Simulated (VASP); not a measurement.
# InP (Fm-3m) in VASP: notebook, part 2 of 3

VASP 6.6.1.

**3. Electric field gradients, PBEsol (volume scaled by 0.9405)**

File INCAR:

```
PREC     = Accurate       # precision mode
ENCUT    = 520            # plane-wave cutoff, eV
EDIFF    = 1E-8           # SCF threshold, eV
ISMEAR   = -1             # smearing method
SIGMA    = 0.03           # smearing width, eV
LREAL    = F              # projectors in reciprocal space
LASPH    = T              # aspherical terms in the spheres
NELM     = 80             # most SCF steps
ALGO     = Normal         # electronic algorithm
ISIF     = 2              # what is computed and relaxed
LWAVE    = F              # write WAVECAR
LCHARG   = F              # write CHGCAR
GGA      = PS             # functional
LEFG     = T            
NBANDS   = 16             # bands
```

File KPOINTS:

```
regular mesh
0
Gamma
  11 11 11
```

File POSCAR:

```
InP
1.0
    0.0000000000      2.7972141245      2.7972141245
    2.7972141245      0.0000000000      2.7972141245
    2.7972141245      2.7972141245      0.0000000000
In P
1 1
Direct
    0.0000000000      0.0000000000      0.0000000000
    0.5000000000      0.5000000000      0.5000000000
```

Potentials or basis: VASP PAW PBE potentials, release 64 (In_d, P).

On the command line:

```
$ cat potpaw_PBE.64/In_d/POTCAR potpaw_PBE.64/P/POTCAR > POTCAR
$ mpirun -np 1 vasp_std > vasp.out
```

OUTCAR:

```text
PREC = Accurate
   ENCUT = 520
   EDIFF = 1E-8
   ISMEAR = -1
   LREAL = F
   LASPH = T
   NELM = 80
   ISIF = 2
   GGA = PS

 ion  position               nearest neighbor table
   1  0.000  0.000  0.000-   2 2.80   2 2.80   2 2.80   2 2.80   2 2.80   2 2.80
   2  0.500  0.500  0.500-   1 2.80   1 2.80   1 2.80   1 2.80   1 2.80   1 2.80

  LATTYP: Found a face centered cubic cell.
 ALAT       =     5.5944282490

  Lattice vectors:

 A1 = (   0.0000000000,   2.7972141245,   2.7972141245)
 A2 = (   2.7972141245,   0.0000000000,   2.7972141245)
[... 668 lines left out ...]
  ---------------------------------------------------
  free  energy   TOTEN  =        -8.7472938943 eV

  energy  without entropy=       -8.7449726742  energy(sigma->0) =       -8.74613328

 Electric field gradients (V/A^2)
---------------------------------------------------------------------
 ion       V_xx      V_yy      V_zz      V_xy      V_xz      V_yz
---------------------------------------------------------------------
   1       0.000     0.000     0.000     0.001     0.001     0.001
   2       0.000    -0.000     0.000    -0.000    -0.000    -0.000
---------------------------------------------------------------------

 Electric field gradients after diagonalization (V/A^2)
 (convention: |V_zz| > |V_xx| > |V_yy|)
----------------------------------------------------------------------
 ion       V_xx      V_yy      V_zz     asymmetry (V_yy - V_xx)/ V_zz
----------------------------------------------------------------------
   1      -0.001    -0.001     0.003       0.000
   2       0.000     0.000    -0.001       0.000
----------------------------------------------------------------------

           NMR quadrupolar parameters

 Cq : quadrupolar parameter    Cq=e*Q*V_zz/h
 eta: asymmetry parameters     (V_yy - V_xx)/ V_zz
 Q  : nuclear electric quadrupole moment in mb (millibarn)
----------------------------------------------------------------------
 ion       Cq(MHz)       eta       Q (mb)
----------------------------------------------------------------------
   1       0.000       0.000       1.000
   2      -0.000       0.000       1.000
----------------------------------------------------------------------
```

OSZICAR:

```text
N       E                     dE             d eps       ncg     rms          rms(c)
DAV:   1     0.105699990491E+03    0.10570E+03   -0.84433E+03  1808   0.130E+03
DAV:   2    -0.232208500612E+01   -0.10802E+03   -0.10319E+03  2000   0.300E+02
DAV:   3    -0.886483284136E+01   -0.65427E+01   -0.64792E+01  2368   0.708E+01
DAV:   4    -0.901408237564E+01   -0.14925E+00   -0.14911E+00  2160   0.111E+01
DAV:   5    -0.902130747683E+01   -0.72251E-02   -0.72250E-02  2648   0.218E+00    0.431E+00
DAV:   6    -0.875956063667E+01    0.26175E+00   -0.48332E-01  2672   0.120E+01    0.242E+00
DAV:   7    -0.874952307570E+01    0.10038E-01   -0.57292E-02  2544   0.217E+00    0.101E+00
DAV:   8    -0.874732154972E+01    0.22015E-02   -0.40422E-03  2248   0.713E-01    0.120E-01
DAV:   9    -0.874728439025E+01    0.37159E-04   -0.22886E-04  2760   0.209E-01    0.696E-02
DAV:  10    -0.874729144327E+01   -0.70530E-05   -0.20175E-05  2184   0.359E-02    0.284E-02
DAV:  11    -0.874729385366E+01   -0.24104E-05   -0.31862E-06  2368   0.150E-02    0.326E-03
DAV:  12    -0.874729395153E+01   -0.97869E-07   -0.35869E-07  2312   0.939E-03    0.216E-03
DAV:  13    -0.874729392250E+01    0.29033E-07   -0.15607E-08  1792   0.167E-03    0.140E-03
DAV:  14    -0.874729389705E+01    0.25441E-07   -0.76988E-09  1416   0.733E-04    0.178E-04
DAV:  15    -0.874729389429E+01    0.27605E-08   -0.87376E-10  1200   0.329E-04
   1 F= -.87472939E+01 E0= -.87461333E+01  d E =-.232122E-02
```

stdout:

```text
POSCAR found type information on POSCAR InP
 POSCAR found :  2 types and       2 ions
 scaLAPACK will be used
 -----------------------------------------------------------------------------
|                                                                             |
|                                                                             |
|     You enforced a specific xc type in the INCAR file but a different       |
|     I HOPE YOU KNOW WHAT YOU ARE DOING!                                     |
|                                                                             |
 -----------------------------------------------------------------------------

 LDA part: xc-table for (Slater+PW92), standard interpolation
 POSCAR, INCAR and KPOINTS ok, starting setup
 FFT: planning ... GRIDC
 FFT: planning ... GRID_SOFT
 FFT: planning ... GRID
 WAVECAR not read
 entering main loop
ion   1

ion   2
```

Run time: 47 s. Hardware: 1 thread of Intel Xeon Platinum 8259CL at 2.50GHz (Skylake/Cascade Lake), shared host; peak memory 0.19 GiB.

Results:

| Item | Value |
| --- | --- |
| Free energy | -8.7473 eV |
| Pressure | -5.2 GPa |
| Band gap on the k mesh | zero (band 9 reaches 6.88 eV, above the bottom of band 10 at 4.34 eV) |

Caveat: without QUAD_EFG the Cq values of the log hold for a quadrupole moment of 1 mb, not for the nuclei; the PAW data sets were made with another functional, which shifts forces and pressure a little; spin-orbit coupling is left out, which moves the levels of the heavy elements.

**4. Electric field gradients, PBEsol (volume scaled by 0.98)**

File INCAR:

```
SYSTEM = InP
PREC = Accurate
ENCUT = 520
EDIFF = 1E-8
ISMEAR = -1
SIGMA = 0.03
LREAL = .False.
LASPH = .True.
NELM = 100
ALGO = Normal
ISIF = 2
LWAVE = .False.
LCHARG = .False.
GGA = PS
LEFG = .True.
NBANDS = 16
```

File KPOINTS:

```
Automatic mesh
0
Gamma
  11 11 11
  0 0 0
```

File POSCAR:

```
InP
1.0
    0.0000000000      2.8358383488      2.8358383488
    2.8358383488      0.0000000000      2.8358383488
    2.8358383488      2.8358383488      0.0000000000
In P
1 1
Direct
    0.0000000000      0.0000000000      0.0000000000
    0.5000000000      0.5000000000      0.5000000000
```

Potentials or basis: VASP PAW PBE potentials, release 64 (In_d, P).

On the command line:

```
$ cat potpaw_PBE.64/In_d/POTCAR potpaw_PBE.64/P/POTCAR > POTCAR
$ mpirun -np 1 vasp_std > vasp.out
```

OUTCAR:

```text
SYSTEM = InP
   PREC = Accurate
   ENCUT = 520
   EDIFF = 1E-8
   ISMEAR = -1
   LREAL = .False.
   LASPH = .True.
   NELM = 100
   ISIF = 2
   GGA = PS

 ion  position               nearest neighbor table
   1  0.000  0.000  0.000-   2 2.84   2 2.84   2 2.84   2 2.84   2 2.84   2 2.84
   2  0.500  0.500  0.500-   1 2.84   1 2.84   1 2.84   1 2.84   1 2.84   1 2.84

  LATTYP: Found a face centered cubic cell.
 ALAT       =     5.6716766976

  Lattice vectors:

 A1 = (   0.0000000000,   2.8358383488,   2.8358383488)
 A2 = (   2.8358383488,   0.0000000000,   2.8358383488)
 A3 = (   2.8358383488,   2.8358383488,   0.0000000000)

Analysis of symmetry for initial positions (statically):
=====================================================================
 Subroutine PRICEL returns:
 Original cell was already a primitive cell.

 Routine SETGRP: Setting up the symmetry group for a
 face centered cubic supercell.

 Subroutine GETGRP returns: Found 48 space group operations
 (whereof 48 operations were pure point group operations)
 out of a pool of 48 trial point group operations.

The static configuration has the point symmetry O_h .

Analysis of symmetry for dynamics (positions and initial velocities):
=====================================================================
 Subroutine PRICEL returns:
 Original cell was already a primitive cell.

 Routine SETGRP: Setting up the symmetry group for a
 face centered cubic supercell.

 Subroutine GETGRP returns: Found 48 space group operations
 (whereof 48 operations were pure point group operations)
 out of a pool of 48 trial point group operations.

The dynamic configuration has the point symmetry O_h .

 Subroutine INISYM returns: Found 48 space group operations
 (whereof 48 operations are pure point group operations),
 and found     1 'primitive' translations

----------------------------------------------------------------------------------------

                                     Primitive cell

  volume of cell :      45.6115

  direct lattice vectors                    reciprocal lattice vectors
     0.000000000  2.835838349  2.835838349    -0.176314704  0.176314704  0.176314704
     2.835838349  0.000000000  2.835838349     0.176314704 -0.176314704  0.176314704
     2.835838349  2.835838349  0.000000000     0.176314704  0.176314704 -0.176314704

  length of vectors
     4.010481054  4.010481054  4.010481054     0.305386026  0.305386026  0.305386026

  position of ions in fractional coordinates (direct lattice)
     0.000000000  0.000000000  0.000000000
     0.500000000  0.500000000  0.500000000

  ion indices of the primitive-cell ions
   primitive index   ion index
                 1           1
                 2           2

----------------------------------------------------------------------------------------

 KPOINTS: Automatic mesh

Automatic generation of k-mesh.
 Grid dimensions read from file:
 generate k-points for:   11   11   11

 Generating k-lattice:

[... 63 lines left out ...]
   EDIFFG = 0.1E-06   stopping-criterion for IOM
   NSW    =      0    number of steps for IOM
   IBRION =     -1    ionic relax: 0-MD 1-quasi-New 2-CG
   NFREE  =      0    steps in history (QN), initial steepest desc. (CG)
   ISIF   =      2    stress and relaxation
   ISYM   =      2    0-nonsym 1-usesym 2-fastsym
   POTIM  = 0.5000    time-step for ionic-motion
   TEBEG  =    0.0;   TEEND  =   0.0 temperature during run
   PSTRESS=    0.0 pullay stress
   NELECT =      18.0000    total number of electrons
   NUPDOWN=      -1.0000    fix difference up-down
   EMIN   =  10.00;   EMAX   =-10.00  energy-range for DOS
   EFERMI =   0.00;   METHOD = LEGACY
   ISMEAR =    -1;   SIGMA  =   0.03  broadening in eV -4-tet -1-fermi 0-gaus
   EFERMI_NEDOS =   21; number of points for ismear=-14 and -15
   IALGO  =     38    algorithm
   IMIX   =      4    mixing-type and parameters
     AMIX     =   0.40;   BMIX     =  1.00
     AMIX_MAG =   1.60;   BMIX_MAG =  1.00
  volume/ion in A,a.u.               =      22.81       153.90
  Fermi-wavevector in a.u.,A,eV,Ry     =   1.200810  2.269201 19.618839  1.441944
  Thomas-Fermi vector in A             =   2.336636
   LORBIT       =      0    0 simple, 1 ext, 2 COOP (PROOUT), +10 PAW based schemes
   GGA     = PS    functional components
   LHFCALC =     F    Hartree Fock is set to
   AEXX    =    0.0000 exact exchange contribution
   IVDW    =     0    specifies the selected vdW correction
   LEPSILON=     F    determine dielectric tensor
   LRPA    =     F    only Hartree local field effects (RPA)
 non-spin polarized calculation
  energy-cutoff  :      520.00
  volume of cell :       45.61
 maximum number of plane-waves:      1245
 NGX is ok and might be reduce to    30
   NGX = 15   NGY = 15   NGZ = 15

 number of electron      17.9999990 magnetization

 Free energy of the ion-electron system (eV)
  ---------------------------------------------------
  ext. energy  EPLUGINS =         0.00000000
  ---------------------------------------------------
  free energy    TOTEN  =        -8.67501515 eV

  energy without entropy =       -8.67239629  energy(sigma->0) =       -8.67370572

 E-fermi :   6.0521     XC(G=0): -10.2277

 val. band max:        6.0226008766   @ k =  -0.4545   0.0909   0.0000
 cond. band min:       6.0541422581   @ k =   0.4545   0.2727   0.0000
 fundamental gap:      0.0315413815
 Fermi energy:         6.0520904470

 k-point     1 :       0.0000    0.0000    0.0000
  band No.  band energies     occupation
      1      -7.9734      2.00000
      2      -7.9734      2.00000
      3      -7.9561      2.00000
      4      -7.9561      2.00000
      5      -7.9561      2.00000
      6      -5.4403      2.00000
[... 433 lines left out ...]
      3      -7.9533      2.00000
      4      -7.9272      2.00000
      5      -7.9160      2.00000
      6      -4.4566      2.00000
[... 8 lines left out ...]
     15      15.7859      0.00000
     16      16.8769      0.00000

 [... further k-points ...]
[... 5 lines left out ...]
  --------------------------------------------------------------------------------------
  -------------------------------------------------------------------------------------
  Total       -2.0917335     -2.0917335     -2.0917335     -0.0000000      0.0000000     -0.0000000
  in kB      -73.4754948    -73.4754948    -73.4754948     -0.0000000      0.0000000     -0.0000000
  external PRESSURE =     -73.4754948 kB  Pullay stress =       0.0000000 kB

 VOLUME and BASIS-vectors are now :
 -----------------------------------------------------------------------------
  energy-cutoff  :      520.00
  volume of cell :       45.61
      direct lattice vectors                 reciprocal lattice vectors
     0.000000000  2.835838349  2.835838349    -0.176314704  0.176314704  0.176314704
     2.835838349  0.000000000  2.835838349     0.176314704 -0.176314704  0.176314704
     2.835838349  2.835838349  0.000000000     0.176314704  0.176314704 -0.176314704

 POSITION                                       TOTAL-FORCE (eV/Angst)
 -----------------------------------------------------------------------------------
      0.00000      0.00000      0.00000        -0.000000      0.000000     -0.000000
      2.83584      2.83584      2.83584         0.000000     -0.000000      0.000000
 -----------------------------------------------------------------------------------
    total drift:                               -0.000000      0.000000      0.000000

  FREE ENERGIE OF THE ION-ELECTRON SYSTEM (eV)
  ---------------------------------------------------
  free  energy   TOTEN  =        -8.6750151542 eV

  energy  without entropy=       -8.6723962920  energy(sigma->0) =       -8.67370572

 Electric field gradients (V/A^2)
---------------------------------------------------------------------
 ion       V_xx      V_yy      V_zz      V_xy      V_xz      V_yz
---------------------------------------------------------------------
   1      -0.000    -0.000    -0.000    -0.000    -0.000    -0.000
   2      -0.000    -0.000     0.000    -0.000    -0.000    -0.000
---------------------------------------------------------------------

 Electric field gradients after diagonalization (V/A^2)
 (convention: |V_zz| > |V_xx| > |V_yy|)
----------------------------------------------------------------------
 ion       V_xx      V_yy      V_zz     asymmetry (V_yy - V_xx)/ V_zz
----------------------------------------------------------------------
   1       0.000     0.000    -0.001       0.000
   2       0.000     0.000    -0.000       0.000
----------------------------------------------------------------------

           NMR quadrupolar parameters

 Cq : quadrupolar parameter    Cq=e*Q*V_zz/h
 eta: asymmetry parameters     (V_yy - V_xx)/ V_zz
 Q  : nuclear electric quadrupole moment in mb (millibarn)
----------------------------------------------------------------------
 ion       Cq(MHz)       eta       Q (mb)
----------------------------------------------------------------------
   1      -0.000       0.000       1.000
   2      -0.000       0.000       1.000
----------------------------------------------------------------------
```

It took 43 s on 1 thread of Intel Xeon Platinum 8259CL at 2.50GHz (Skylake/Cascade Lake), shared host; peak memory 0.19 GiB.

What came out:

```yaml
Free_energy: -8.6750 eV
Pressure: -7.3 GPa
Band_gap_on_the_k_mesh: zero (band 9 reaches 6.38 eV, above the bottom of band 10 at 3.99 eV)
```

Caveat: without QUAD_EFG the Cq values of the log hold for a quadrupole moment of 1 mb, not for the nuclei; the PAW data sets were made with another functional, which shifts forces and pressure a little; spin-orbit coupling is left out, which moves the levels of the heavy elements.

(Part 2 of 3 ends here.)
